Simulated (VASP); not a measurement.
# MgAl18 in VASP: further runs

The runs below take MgAl18 through single point, with LDA.

All numbers are computed with VASP 6.6.1; they aren't measurements. Logs are shortened: lines on timing, memory, paths and dates and some standing lists are left out, and cuts for length are marked.

## (1) The cell of the first run

The cell holds a slab with vacuum, 19 atoms: a = 12.150 Å, b = 5.728 Å, c = 13.864 Å, α = 90.00°, β = 90.00°, γ = 90.00°.

## (2) Single point, LDA

Contents of INCAR:

```
ALGO = Normal ; EDIFF = 1E-6
ENCUT = 520 ; ISIF = 2
ISMEAR = -1 ; LASPH = T
LCHARG = F ; LREAL = Auto
LWAVE = F ; NBANDS = 43
NELM = 80 ; PREC = Accurate
SIGMA = 0.15
```

Contents of KPOINTS:

```
k-points
0
Gamma
  2 3 1
```

Contents of POSCAR:

```
MgAl18
1.0
   12.1500000000      0.0000000000      0.0000000000
    0.0000000000      5.7275650000      0.0000000000
    0.0000000000      0.0000000000     13.8637820000
Al Mg
18 1
Direct
    0.0000000000      0.0000000000      0.0721303898
    0.3333333333      0.0000000000      0.0721303898
    0.6666666667      0.0000000000      0.0721303898
    0.0000000000      0.5000000873      0.0721303898
    0.3333333333      0.5000000873      0.0721303898
    0.6666666667      0.5000000873      0.0721303898
    0.1666666667      0.2488062554      0.1662435258
    0.5018756379      0.2563585049      0.1669843049
    0.8314577778      0.2563583303      0.1669841606
    0.1666666667      0.7512009030      0.1662438864
    0.5018763786      0.7436526692      0.1669888491
    0.8314570370      0.7436523200      0.1669885606
   -0.0231790123      0.0000129200      0.2693713014
    0.3565118519      0.0000136184      0.2693712293
    0.6666669136      0.0000235702      0.2698510406
    0.0036852675      0.5000192927      0.2729951322
    0.3296480658      0.5000199910      0.2729950601
    0.6666667490      0.5000140548      0.2715826749
    0.1666664198      0.0000055870      0.3611751108
```

Potentials or basis: VASP PAW LDA potentials, release 64 (Al, Mg).

On the command line:

```bash
$ cat potpaw_LDA.64/Al/POTCAR potpaw_LDA.64/Mg/POTCAR > POTCAR
$ mpirun -np 1 vasp_std > vasp.out
```

OUTCAR:

```text
EDIFF = 1E-6
   ENCUT = 520
   ISIF = 2
   ISMEAR = -1
   LASPH = T
   LREAL = Auto
   NELM = 80
   PREC = Accurate

 ion  position               nearest neighbor table
   1  0.000  0.000  0.072-  13 2.75  10 2.80   7 2.80   9 2.84  12 2.84   4 2.86   4 2.86
   2  0.333  0.000  0.072-  14 2.75  10 2.80   7 2.80   8 2.84  11 2.84   5 2.86   5 2.86
   3  0.667  0.000  0.072-  15 2.74  12 2.81  11 2.81   9 2.81   8 2.81   6 2.86   6 2.86
   4  0.000  0.500  0.072-  16 2.79   9 2.81  12 2.81   7 2.81  10 2.81   1 2.86   1 2.86
   5  0.333  0.500  0.072-  17 2.79   8 2.81  11 2.81   7 2.81  10 2.81   2 2.86   2 2.86
   6  0.667  0.500  0.072-  18 2.77   8 2.77   9 2.77  12 2.77  11 2.77   3 2.86   3 2.86
   7  0.167  0.249  0.166-   2 2.80   1 2.80   5 2.81   4 2.81  10 2.85  16 2.86  17 2.86  10 2.88
                            19 3.06  14 3.07  13 3.07
   8  0.502  0.256  0.167-  14 2.70   6 2.77  11 2.79   5 2.81   3 2.81  18 2.84   2 2.84  15 2.86
                            17 2.91  11 2.94
   9  0.831  0.256  0.167-  13 2.70   6 2.77  12 2.79   4 2.81   3 2.81  18 2.84   1 2.84  15 2.86
                            16 2.91  12 2.94
  10  0.167  0.751  0.166-   2 2.80   1 2.80   5 2.81   4 2.81   7 2.85  17 2.86  16 2.86   7 2.88
                            19 3.06  14 3.07  13 3.07
  11  0.502  0.744  0.167-  14 2.70   6 2.77   8 2.79   5 2.81   3 2.81  18 2.84   2 2.84  15 2.86
                            17 2.91   8 2.94
  12  0.831  0.744  0.167-  13 2.70   6 2.77   9 2.79   4 2.81   3 2.81  18 2.84   1 2.84  15 2.86
                            16 2.91   9 2.94
  13  0.977  0.000  0.269-  19 2.63   9 2.70  12 2.70   1 2.75  16 2.88  16 2.88   7 3.07  10 3.07

  14  0.357  0.000  0.269-  19 2.63   8 2.70  11 2.70   2 2.75  17 2.88  17 2.88   7 3.07  10 3.07

  15  0.667  0.000  0.270-   3 2.74   9 2.86   8 2.86  12 2.86  11 2.86  18 2.86  18 2.86
  16  0.004  0.500  0.273-   4 2.79  10 2.86   7 2.86  13 2.88  13 2.88  12 2.91   9 2.91
  17  0.330  0.500  0.273-   5 2.79  10 2.86   7 2.86  14 2.88  14 2.88  11 2.91   8 2.91
  18  0.667  0.500  0.272-   6 2.77  11 2.84  12 2.84   8 2.84   9 2.84  15 2.86  15 2.86
  19  0.167  0.000  0.361-  13 2.63  14 2.63   7 3.06  10 3.06

  LATTYP: Found a simple orthorhombic cell.
 ALAT       =     5.7275650000
 B/A-ratio  =     2.1213203167
 C/A-ratio  =     2.4205368250

  Lattice vectors:

 A1 = (   0.0000000000,  -5.7275650000,   0.0000000000)
 A2 = (  12.1500000000,   0.0000000000,   0.0000000000)
 A3 = (   0.0000000000,   0.0000000000,  13.8637820000)

Analysis of symmetry for initial positions (statically):
=====================================================================
 Subroutine PRICEL returns:
 Original cell was already a primitive cell.

 Routine SETGRP: Setting up the symmetry group for a
 simple orthorhombic supercell.

 Subroutine GETGRP returns: Found  2 space group operations
 (whereof  1 operations were pure point group operations)
 out of a pool of  8 trial point group operations.

The static configuration has the point symmetry C_1 .
 The point group associated with its full space group is C_1h.

Analysis of symmetry for dynamics (positions and initial velocities):
=====================================================================
 Subroutine PRICEL returns:
 Original cell was already a primitive cell.

 Routine SETGRP: Setting up the symmetry group for a
 simple orthorhombic supercell.

 Subroutine GETGRP returns: Found  2 space group operations
 (whereof  1 operations were pure point group operations)
 out of a pool of  8 trial point group operations.

The dynamic configuration has the point symmetry C_1 .
 The point group associated with its full space group is C_1h.

 Subroutine INISYM returns: Found  2 space group operations
 (whereof  1 operations are pure point group operations),
 and found     1 'primitive' translations

----------------------------------------------------------------------------------------

                                     Primitive cell

  volume of cell :     964.7794

  direct lattice vectors                    reciprocal lattice vectors
    12.150000000  0.000000000  0.000000000     0.082304527  0.000000000  0.000000000
     0.000000000  5.727565000  0.000000000     0.000000000  0.174594265  0.000000000
     0.000000000  0.000000000 13.863782000     0.000000000  0.000000000  0.072130390

  length of vectors
    12.150000000  5.727565000 13.863782000     0.082304527  0.174594265  0.072130390

  position of ions in fractional coordinates (direct lattice)
     0.000000000  0.000000000  0.072130390
     0.333333333  0.000000000  0.072130390
     0.666666667  0.000000000  0.072130390
     0.000000000  0.500000087  0.072130390
     0.333333333  0.500000087  0.072130390
     0.666666667  0.500000087  0.072130390
[... 11 lines left out ...]
     0.666666749  0.500014055  0.271582675
     0.166666420  0.000005587  0.361175111

  ion indices of the primitive-cell ions
   primitive index   ion index
                 1           1
                 2           2
                 3           3
                 4           4
                 5           5
                 6           6
[... 11 lines left out ...]
                18          18
                19          19

----------------------------------------------------------------------------------------

 KPOINTS: k-points

Automatic generation of k-mesh.
 Grid dimensions read from file:
 generate k-points for:    2    3    1

 Generating k-lattice:

  Cartesian coordinates                     Fractional coordinates (reciprocal lattice)
     0.041152263  0.000000000  0.000000000     0.500000000  0.000000000  0.000000000
     0.000000000  0.058198088  0.000000000     0.000000000  0.333333333  0.000000000
     0.000000000  0.000000000  0.072130390     0.000000000  0.000000000  1.000000000

  Length of vectors
     0.041152263  0.058198088  0.072130390

  Shift w.r.t. Gamma in fractional coordinates (k-lattice)
     0.000000000  0.000000000  0.000000000

 Subroutine IBZKPT returns following result:
 ===========================================

 Found      4 irreducible k-points:

 Following reciprocal coordinates:
            Coordinates               Weight
  0.000000  0.000000  0.000000      1.000000
  0.500000  0.000000  0.000000      1.000000
  0.000000  0.333333  0.000000      2.000000
  0.500000  0.333333  0.000000      2.000000
   k-points           NKPTS =      4   k-points in BZ     NKDIM =      4   number of bands    NBANDS=     43
   number of dos      NEDOS =    301   number of ions     NIONS =     19
   total plane-waves  NPLWV = 466560
   dimension x,y,z NGX =    90 NGY =   48 NGZ =  108
   dimension x,y,z NGXF=   180 NGYF=   96 NGZF=  216
   ions per type =              18   1
   NGX,Y,Z   is equivalent  to a cutoff of  12.31, 13.93, 12.95 a.u.
   NGXF,Y,Z  is equivalent  to a cutoff of  24.63, 27.86, 25.90 a.u.
 SYSTEM =  unknown system
   PREC   = accura    normal or accurate (medium, high low for compatibility)
   ISTART =      0    job   : 0-new  1-cont  2-samecut
   ICHARG =      2    charge: 1-file 2-atom 10-const
   ISPIN  =      1    spin polarized calculation?
   LNONCOLLINEAR =      F non collinear calculations
   LSORBIT =      F    spin-orbit coupling
   LASPH  =      T    aspherical Exc in radial PAW
   ENCUT  =  520.0 eV  38.22 Ry    6.18 a.u.  22.59 10.65 25.78*2*pi/ulx,y,z
   NELM   =     80;   NELMIN=  2; NELMDL= -5     # of ELM steps
   EDIFF  = 0.1E-05   stopping-criterion for ELM
   LREAL  =      T    real-space projection
   EDIFFG = 0.1E-04   stopping-criterion for IOM
   NSW    =      0    number of steps for IOM
   IBRION =     -1    ionic relax: 0-MD 1-quasi-New 2-CG
   NFREE  =      0    steps in history (QN), initial steepest desc. (CG)
   ISIF   =      2    stress and relaxation
   ISYM   =      2    0-nonsym 1-usesym 2-fastsym
   POTIM  = 0.5000    time-step for ionic-motion
   TEBEG  =    0.0;   TEEND  =   0.0 temperature during run
   PSTRESS=    0.0 pullay stress
   NELECT =      56.0000    total number of electrons
   NUPDOWN=      -1.0000    fix difference up-down
   EMIN   =  10.00;   EMAX   =-10.00  energy-range for DOS
   EFERMI =   0.00;   METHOD = LEGACY
   ISMEAR =    -1;   SIGMA  =   0.15  broadening in eV -4-tet -1-fermi 0-gaus
   EFERMI_NEDOS =   21; number of points for ismear=-14 and -15
   IALGO  =     38    algorithm
   IMIX   =      4    mixing-type and parameters
     AMIX     =   0.40;   BMIX     =  1.00
     AMIX_MAG =   1.60;   BMIX_MAG =  1.00
  volume/ion in A,a.u.               =      50.78       342.67
  Fermi-wavevector in a.u.,A,eV,Ry     =   0.633862  1.197826  5.466566  0.401781
  Thomas-Fermi vector in A             =   1.697662
   LORBIT       =      0    0 simple, 1 ext, 2 COOP (PROOUT), +10 PAW based schemes
   GGA     = CA    functional components
   LHFCALC =     F    Hartree Fock is set to
   AEXX    =    0.0000 exact exchange contribution
   IVDW    =     0    specifies the selected vdW correction
   LEPSILON=     F    determine dielectric tensor
   LRPA    =     F    only Hartree local field effects (RPA)
 non-spin polarized calculation
  energy-cutoff  :      520.00
  volume of cell :      964.78
 maximum number of plane-waves:     25994
   NGX = 45   NGY = 21   NGZ = 51

 number of electron      55.9999999 magnetization

 Free energy of the ion-electron system (eV)
  ---------------------------------------------------
  ext. energy  EPLUGINS =         0.00000000
  ---------------------------------------------------
  free energy    TOTEN  =       -67.54296957 eV

  energy without entropy =      -66.83795586  energy(sigma->0) =      -67.19046271

 E-fermi :  -0.2376     XC(G=0):  -4.8665

 val. band max:       -0.2940946254   @ k =   0.0000   0.3333   0.0000
 cond. band min:      -0.2364386303   @ k =   0.5000   0.0000   0.0000
 fundamental gap:      0.0576559951
 Fermi energy:        -0.2375900866

 k-point     1 :       0.0000    0.0000    0.0000
  band No.  band energies     occupation
      1      -9.9255      2.00000
      2      -8.9594      2.00000
      3      -8.9422      2.00000
      4      -6.3287      2.00000
      5      -6.0511      2.00000
      6      -5.9497      2.00000
[... 32 lines left out ...]
     39       1.9707      0.00000
[... 128 lines left out ...]
     39       1.9364      0.00000
     40       2.0604      0.00000
 [bands above 40 left out]

------------------------ aborting loop because EDIFF is reached ----------------------------------------

  FORCE on cell =-STRESS in cart. coord.  units (eV):
  Direction    XX          YY          ZZ          XY          YZ          ZX
  --------------------------------------------------------------------------------------
  -------------------------------------------------------------------------------------
  Total      -14.6179602    -15.8005461     -0.0043006      0.0000000     -0.0005861      0.0000000
  in kB      -24.2755642    -26.2394455     -0.0071419      0.0000000     -0.0009734      0.0000000
  external PRESSURE =     -16.8407172 kB  Pullay stress =       0.0000000 kB

 VOLUME and BASIS-vectors are now :
 -----------------------------------------------------------------------------
  energy-cutoff  :      520.00
  volume of cell :      964.78
      direct lattice vectors                 reciprocal lattice vectors
    12.150000000  0.000000000  0.000000000     0.082304527  0.000000000  0.000000000
     0.000000000  5.727565000  0.000000000     0.000000000  0.174594265  0.000000000
     0.000000000  0.000000000 13.863782000     0.000000000  0.000000000  0.072130390

 POSITION                                       TOTAL-FORCE (eV/Angst)
 -----------------------------------------------------------------------------------
      0.00000      0.00000      1.00000         0.013881      0.000000      0.048083
      4.05000      0.00000      1.00000        -0.013881      0.000000      0.048083
      8.10000      0.00000      1.00000         0.000000      0.000032     -0.027320
      0.00000      2.86378      1.00000        -0.014906      0.000075      0.042348
      4.05000      2.86378      1.00000         0.014906      0.000075      0.042348
      8.10000      2.86378      1.00000         0.000000      0.000076     -0.184272
[... 11 lines left out ...]
      8.10000      2.86386      3.76516         0.000000     -0.000044      0.008674
      2.02500      0.00003      5.00725         0.000000     -0.000026     -0.018172
 -----------------------------------------------------------------------------------
    total drift:                                0.000588     -0.000270     -0.002438

  FREE ENERGIE OF THE ION-ELECTRON SYSTEM (eV)
  ---------------------------------------------------
  free  energy   TOTEN  =       -67.5429695662 eV

  energy  without entropy=      -66.8379558623  energy(sigma->0) =      -67.19046271
```

Run time: 4.3 min. Hardware: 1 thread of Intel Xeon Platinum 8488C (Sapphire Rapids), shared host; peak memory 0.68 GiB.

What came out:

```
Free energy            : -67.5430 eV
Largest force          : 0.184 eV/Å
Band gap on the k mesh : zero (bands 28 and 29 overlap by 0.70 eV)
```

Forces in eV/Å, atoms in the order of the input:
```
Al   0.014  0.000  0.048
Al  -0.014  0.000  0.048
Al   0.000  0.000 -0.027
Al  -0.015  0.000  0.042
Al   0.015  0.000  0.042
Al   0.000  0.000 -0.184
Al   0.000 -0.003  0.007
Al  -0.001 -0.001 -0.001
Al   0.001 -0.001 -0.001
Al   0.000  0.003  0.007
Al  -0.001  0.001 -0.001
Al   0.001  0.001 -0.001
Al   0.003  0.000  0.006
Al  -0.003  0.000  0.006
Al   0.000  0.000  0.003
Al   0.006  0.000  0.008
Al  -0.006  0.000  0.008
Al   0.000  0.000  0.009
Mg   0.000  0.000 -0.018
```

Levels at points of the mesh, in eV from the Fermi level:
```csv
k point,band 25,band 26,band 27,band 28,band 29,band 30
"(0.00, 0.00, 0.00)",-1.19,-1.08,-1.02,-0.97,-0.64,-0.64
"(0.50, 0.00, 0.00)",-1.08,-0.52,-0.18,0.00,0.10,0.29
```

Caveat: the k points lie up to 0.37 Å⁻¹ apart, too coarse for converged energies and pressures of a metal.

[end of part 1 of 2]
